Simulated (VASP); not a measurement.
# BN in VASP: single point with PBE

Aim: the single point of BN with PBE.

Program: VASP 6.6.1. These are calculated values, not measurements. Logs are shortened: lines on timing, memory, paths and dates and some standing lists are left out, and cuts for length are marked.

### 1 The cell of the first run

The cell holds a slab with vacuum, 8 atoms: a = 2.502 Å, b = 2.502 Å, c = 25.486 Å, α = 90.00°, β = 90.00°, γ = 60.04°.

### 2 Single point, PBE

INCAR

```
SYSTEM = BN
  PREC = Accurate
  ENCUT = 520
  EDIFF = 1E-6
  ISMEAR = -1
  SIGMA = 0.05
  LREAL = .False.
  LASPH = .True.
  NELM = 100
  ALGO = Normal
  ISIF = 2
  LWAVE = .False.
  LCHARG = .False.
  LDIPOL = .True.
  IDIPOL = 3
  DIPOL = 0.5 0.5 0.500
  GGA = PE
  NBANDS = 26
```

KPOINTS

```
Automatic mesh
0
Gamma
  12 12 1
  0 0 0
```

POSCAR

```
BN
1.0
    2.5017062525      0.0000000000      0.0000000000
    1.2492946936      2.1674401819      0.0000000000
    0.0000000000      0.0000000000     25.4859474900
B N
4 4
Direct
    0.4999513500      0.4999513500      0.2942798184
    0.9999513500      0.9999513500      0.4314266061
    0.4999513500      0.4999513500      0.5685733939
    0.9999513500      0.9999513500      0.7057201816
    0.8333486600      0.8333486600      0.2942798184
    0.3333486600      0.3333486600      0.4314266061
    0.8333486600      0.8333486600      0.5685733939
    0.3333486600      0.3333486600      0.7057201816
```

Potentials or basis: VASP PAW PBE potentials, release 64 (B, N).

Started as:

```console
$ cat potpaw_PBE.64/B/POTCAR potpaw_PBE.64/N/POTCAR > POTCAR
$ mpirun -np 1 vasp_std > vasp.out
```

OUTCAR:

```text
SYSTEM = BN
   PREC = Accurate
   ENCUT = 520
   EDIFF = 1E-6
   ISMEAR = -1
   LREAL = .False.
   LASPH = .True.
   NELM = 100
   ISIF = 2
   GGA = PE

 ion  position               nearest neighbor table
   1  0.500  0.500  0.294-   5 1.44   5 1.44   5 1.44
   2  1.000  1.000  0.431-   6 1.44   6 1.44   6 1.44
   3  0.500  0.500  0.569-   7 1.44   7 1.44   7 1.44
   4  1.000  1.000  0.706-   8 1.44   8 1.44   8 1.44
   5  0.833  0.833  0.294-   1 1.44   1 1.44   1 1.44
   6  0.333  0.333  0.431-   2 1.44   2 1.44   2 1.44
   7  0.833  0.833  0.569-   3 1.44   3 1.44   3 1.44
   8  0.333  0.333  0.706-   4 1.44   4 1.44   4 1.44

  LATTYP: Found a base centered orthorhombic cell.
 ALAT       =     2.5032642000
 B/A-ratio  =     1.7306133647
 C/A-ratio  =    10.1810857560

  Lattice vectors:

 A1 = (  -1.2492946936,  -2.1674401819,   0.0000000000)
 A2 = (   2.5017062525,   0.0000000000,   0.0000000000)
 A3 = (   0.0000000000,   0.0000000000,  25.4859474900)

Analysis of symmetry for initial positions (statically):
=====================================================================
 Subroutine PRICEL returns:
 Original cell was already a primitive cell.

 Routine SETGRP: Setting up the symmetry group for a
 base centered orthorhombic supercell.

 Subroutine GETGRP returns: Found  4 space group operations
 (whereof  2 operations were pure point group operations)
 out of a pool of  8 trial point group operations.

The static configuration has the point symmetry C_1h.
 The point group associated with its full space group is C_2v.

Analysis of symmetry for dynamics (positions and initial velocities):
=====================================================================
 Subroutine PRICEL returns:
 Original cell was already a primitive cell.

 Routine SETGRP: Setting up the symmetry group for a
 base centered orthorhombic supercell.

 Subroutine GETGRP returns: Found  4 space group operations
 (whereof  2 operations were pure point group operations)
 out of a pool of  8 trial point group operations.

The dynamic configuration has the point symmetry C_1h.
 The point group associated with its full space group is C_2v.

 Subroutine INISYM returns: Found  4 space group operations
 (whereof  2 operations are pure point group operations),
 and found     1 'primitive' translations

----------------------------------------------------------------------------------------

                                     Primitive cell

  volume of cell :     138.1924

  direct lattice vectors                    reciprocal lattice vectors
     2.501706253  0.000000000  0.000000000     0.399727186 -0.230399462  0.000000000
     1.249294694  2.167440182  0.000000000     0.000000000  0.461373748  0.000000000
     0.000000000  0.000000000 25.485947490     0.000000000  0.000000000  0.039237309

  length of vectors
     2.501706253  2.501706252 25.485947490     0.461373748  0.461373748  0.039237309

  position of ions in fractional coordinates (direct lattice)
     0.499951350  0.499951350  0.294279818
     0.999951350  0.999951350  0.431426606
     0.499951350  0.499951350  0.568573394
     0.999951350  0.999951350  0.705720182
     0.833348660  0.833348660  0.294279818
     0.333348660  0.333348660  0.431426606
     0.833348660  0.833348660  0.568573394
     0.333348660  0.333348660  0.705720182

  ion indices of the primitive-cell ions
   primitive index   ion index
                 1           1
                 2           2
                 3           3
                 4           4
                 5           5
                 6           6
                 7           7
                 8           8

----------------------------------------------------------------------------------------

 KPOINTS: Automatic mesh

Automatic generation of k-mesh.
 Grid dimensions read from file:
 generate k-points for:   12   12    1

 Generating k-lattice:

  Cartesian coordinates                     Fractional coordinates (reciprocal lattice)
     0.033310599 -0.019199955  0.000000000     0.083333333  0.000000000  0.000000000
     0.000000000  0.038447812  0.000000000     0.000000000  0.083333333  0.000000000
     0.000000000  0.000000000  0.039237309     0.000000000  0.000000000  1.000000000

  Length of vectors
     0.038447812  0.038447812  0.039237309

  Shift w.r.t. Gamma in fractional coordinates (k-lattice)
     0.000000000  0.000000000  0.000000000

 Subroutine IBZKPT returns following result:
 ===========================================

 Found     43 irreducible k-points:

 Following reciprocal coordinates:
            Coordinates               Weight
  0.000000  0.000000  0.000000      1.000000
  0.083333  0.000000  0.000000      4.000000
  0.166667 -0.000000  0.000000      4.000000
  0.250000  0.000000  0.000000      4.000000
  0.333333 -0.000000  0.000000      4.000000
  0.416667 -0.000000  0.000000      4.000000
[... 16 lines left out ...]
  0.500000  0.166667  0.000000      4.000000
 -0.416667  0.166667  0.000000      4.000000
 [... further k-points ...]
   k-points           NKPTS =     43   k-points in BZ     NKDIM =     43   number of bands    NBANDS=     26
   number of dos      NEDOS =    301   number of ions     NIONS =      8
   total plane-waves  NPLWV =  76800
   dimension x,y,z NGX =    20 NGY =   20 NGZ =  192
   dimension x,y,z NGXF=    40 NGYF=   40 NGZF=  384
   ions per type =               4   4
   NGX,Y,Z   is equivalent  to a cutoff of  13.29, 13.29, 12.52 a.u.
   NGXF,Y,Z  is equivalent  to a cutoff of  26.58, 26.58, 25.05 a.u.
 SYSTEM =  BN
   PREC   = accura    normal or accurate (medium, high low for compatibility)
   ISTART =      0    job   : 0-new  1-cont  2-samecut
   ICHARG =      2    charge: 1-file 2-atom 10-const
   ISPIN  =      1    spin polarized calculation?
   LNONCOLLINEAR =      F non collinear calculations
   LSORBIT =      F    spin-orbit coupling
   LASPH  =      T    aspherical Exc in radial PAW
   ENCUT  =  520.0 eV  38.22 Ry    6.18 a.u.   4.65  4.65 47.39*2*pi/ulx,y,z
   NELM   =    100;   NELMIN=  2; NELMDL= -5     # of ELM steps
   EDIFF  = 0.1E-05   stopping-criterion for ELM
   LREAL  =      F    real-space projection
   EDIFFG = 0.1E-04   stopping-criterion for IOM
   NSW    =      0    number of steps for IOM
   IBRION =     -1    ionic relax: 0-MD 1-quasi-New 2-CG
   NFREE  =      0    steps in history (QN), initial steepest desc. (CG)
   ISIF   =      2    stress and relaxation
   ISYM   =      2    0-nonsym 1-usesym 2-fastsym
   POTIM  = 0.5000    time-step for ionic-motion
   TEBEG  =    0.0;   TEEND  =   0.0 temperature during run
   PSTRESS=    0.0 pullay stress
   NELECT =      32.0000    total number of electrons
   NUPDOWN=      -1.0000    fix difference up-down
   EMIN   =  10.00;   EMAX   =-10.00  energy-range for DOS
   EFERMI =   0.00;   METHOD = LEGACY
   ISMEAR =    -1;   SIGMA  =   0.05  broadening in eV -4-tet -1-fermi 0-gaus
   EFERMI_NEDOS =   21; number of points for ismear=-14 and -15
   IALGO  =     38    algorithm
   IMIX   =      4    mixing-type and parameters
     AMIX     =   0.40;   BMIX     =  1.00
     AMIX_MAG =   1.60;   BMIX_MAG =  1.00
  volume/ion in A,a.u.               =      17.27       116.57
  Fermi-wavevector in a.u.,A,eV,Ry     =   1.005302  1.899746 13.750498  1.010633
  Thomas-Fermi vector in A             =   2.137973
   LORBIT       =      0    0 simple, 1 ext, 2 COOP (PROOUT), +10 PAW based schemes
   GGA     = PE    functional components
[... 5 lines left out ...]
 non-spin polarized calculation
  energy-cutoff  :      520.00
  volume of cell :      138.19
 maximum number of plane-waves:      3755
   NGX =  9   NGY =  9   NGZ = 95

 number of electron      31.9999997 magnetization

 dipolmoment           0.000000      0.000000     -0.000000 electrons x Angstroem

 Free energy of the ion-electron system (eV)
  ---------------------------------------------------
  ext. energy  EPLUGINS =         0.00000000
  ---------------------------------------------------
  free energy    TOTEN  =       -70.35903773 eV

  energy without entropy =      -70.35903773  energy(sigma->0) =      -70.35903773

 E-fermi :  -0.4396     XC(G=0):  -5.6533

 val. band max:       -1.5144664152   @ k =  -0.3333   0.3333   0.0000
 cond. band min:       2.4909669025   @ k =   0.5000   0.5000   0.0000
 fundamental gap:      4.0054333177
 Fermi energy:        -0.4396019918

 k-point     1 :       0.0000    0.0000    0.0000
  band No.  band energies     occupation
      1     -19.3529      2.00000
      2     -19.3001      2.00000
      3     -19.2392      2.00000
      4     -19.1944      2.00000
      5      -7.4830      2.00000
      6      -7.1080      2.00000
[... 18 lines left out ...]
     25       9.2797      0.00000
     26      10.0312      0.00000

 k-point     2 :       0.0833    0.0000    0.0000
  band No.  band energies     occupation
      1     -19.2178      2.00000
      2     -19.1658      2.00000
      3     -19.1058      2.00000
      4     -19.0619      2.00000
      5      -7.2977      2.00000
      6      -6.9263      2.00000
[... 18 lines left out ...]
     25       9.4142      0.00000
     26       9.8910      0.00000

 k-point     3 :       0.1667   -0.0000    0.0000
  band No.  band energies     occupation
      1     -18.8197      2.00000
      2     -18.7701      2.00000
      3     -18.7133      2.00000
      4     -18.6719      2.00000
      5      -6.7492      2.00000
      6      -6.3908      2.00000
[... 18 lines left out ...]
     25       9.4187      0.00000
     26       9.5840      0.00000

 k-point     4 :       0.2500    0.0000    0.0000
  band No.  band energies     occupation
      1     -18.1854      2.00000
      2     -18.1401      2.00000
      3     -18.0888      2.00000
      4     -18.0520      2.00000
      5      -6.7046      2.00000
      6      -6.6976      2.00000
[... 18 lines left out ...]
     25       8.1389      0.00000
     26       8.9795      0.00000

 k-point     5 :       0.3333   -0.0000    0.0000
  band No.  band energies     occupation
      1     -17.3824      2.00000
      2     -17.3443      2.00000
      3     -17.3018      2.00000
      4     -17.2723      2.00000
      5      -8.4887      2.00000
      6      -8.4762      2.00000
[... 18 lines left out ...]
     25       8.3733      0.00000
     26       8.7337      0.00000

 k-point     6 :       0.4167   -0.0000    0.0000
  band No.  band energies     occupation
      1     -16.5839      2.00000
      2     -16.5582      2.00000
      3     -16.5309      2.00000
      4     -16.5142      2.00000
      5      -9.9140      2.00000
      6      -9.9020      2.00000
[... 427 lines left out ...]
 k-point    21 :       0.3333    0.1667    0.0000
  band No.  band energies     occupation
      1     -17.8206      2.00000
      2     -17.7775      2.00000
      3     -17.7288      2.00000
      4     -17.6940      2.00000
      5      -7.1298      2.00000
      6      -7.1162      2.00000
[... 18 lines left out ...]
     25       8.2060      0.00000
     26       9.7008      0.00000

 k-point    22 :       0.4167    0.1667    0.0000
  band No.  band energies     occupation
      1     -17.0538      2.00000
      2     -17.0175      2.00000
      3     -16.9774      2.00000
      4     -16.9497      2.00000
      5      -8.4747      2.00000
      6      -8.4741      2.00000
[... 18 lines left out ...]
     25       9.2858      0.00000
     26      10.5610      0.00000

 k-point    23 :       0.5000    0.1667    0.0000
  band No.  band energies     occupation
      1     -16.3057      2.00000
      2     -16.2810      2.00000
      3     -16.2550      2.00000
      4     -16.2392      2.00000
      5      -9.6734      2.00000
      6      -9.6664      2.00000
[... 18 lines left out ...]
     25      10.5267      0.00000
     26      10.7391      0.00000

 k-point    24 :      -0.4167    0.1667    0.0000
  band No.  band energies     occupation
      1     -15.9413      2.00000
      2     -15.9389      2.00000
      3     -15.9296      2.00000
      4     -15.9296      2.00000
      5     -10.1749      2.00000
      6     -10.1747      2.00000
[... 18 lines left out ...]
     25      11.4849      0.00000
     26      11.4879      0.00000

 [... further k-points ...]

------------------------ aborting loop because EDIFF is reached ----------------------------------------

 vacuum level on the upper side and lower side of the slab       (xc-potential included)        -0.138        -0.138

  FORCE on cell =-STRESS in cart. coord.  units (eV):
  Direction    XX          YY          ZZ          XY          YZ          ZX
  --------------------------------------------------------------------------------------
  -------------------------------------------------------------------------------------
  Total        1.9877815      1.9477833      0.5448297      0.0346971      0.0000000      0.0000000
  in kB       23.0459710     22.5822390      6.3166543      0.4022716      0.0000000      0.0000000
  external PRESSURE =      17.3149548 kB  Pullay stress =       0.0000000 kB

 VOLUME and BASIS-vectors are now :
 -----------------------------------------------------------------------------
  energy-cutoff  :      520.00
  volume of cell :      138.19
      direct lattice vectors                 reciprocal lattice vectors
     2.501706253  0.000000000  0.000000000     0.399727186 -0.230399462  0.000000000
     1.249294694  2.167440182  0.000000000     0.000000000  0.461373748  0.000000000
     0.000000000  0.000000000 25.485947490     0.000000000  0.000000000  0.039237309

 POSITION                                       TOTAL-FORCE (eV/Angst)
 -----------------------------------------------------------------------------------
      1.87532      1.08361      7.50000        -0.003797     -0.002194     -0.021823
      3.75082      2.16733     10.99532        -0.008405     -0.004856     -0.000229
      1.87532      1.08361     14.49063        -0.008405     -0.004856      0.000229
      3.75082      2.16733     17.98595        -0.003797     -0.002194      0.021823
      3.12589      1.80623      7.50000         0.003824      0.002209     -0.037143
      1.25039      0.72251     10.99532         0.008378      0.004841     -0.000276
      3.12589      1.80623     14.49063         0.008378      0.004841      0.000276
      1.25039      0.72251     17.98595         0.003824      0.002209      0.037143
 -----------------------------------------------------------------------------------
    total drift:                                0.000061      0.000035      0.000001

  FREE ENERGIE OF THE ION-ELECTRON SYSTEM (eV)
  ---------------------------------------------------
  free  energy   TOTEN  =       -70.3590377285 eV

  energy  without entropy=      -70.3590377284  energy(sigma->0) =      -70.35903773

 vacuum level on the upper side and lower side of the slab         4.138         4.138
```

Wall time 4.1 min (1 thread of AMD EPYC 7R13, shared host); peak memory 0.32 GiB.

What came out:

```yaml
Free_energy: -70.3590 eV
Largest_force: 0.037 eV/Å
Band_gap_on_the_k_mesh: 4.01 eV, indirect (least direct gap 4.37 eV)
```

Forces in eV/Å, atoms in the order of the input:
```
B   -0.004 -0.002 -0.022
B   -0.008 -0.005  0.000
B   -0.008 -0.005  0.000
B   -0.004 -0.002  0.022
N    0.004  0.002 -0.037
N    0.008  0.005  0.000
N    0.008  0.005  0.000
N    0.004  0.002  0.037
```
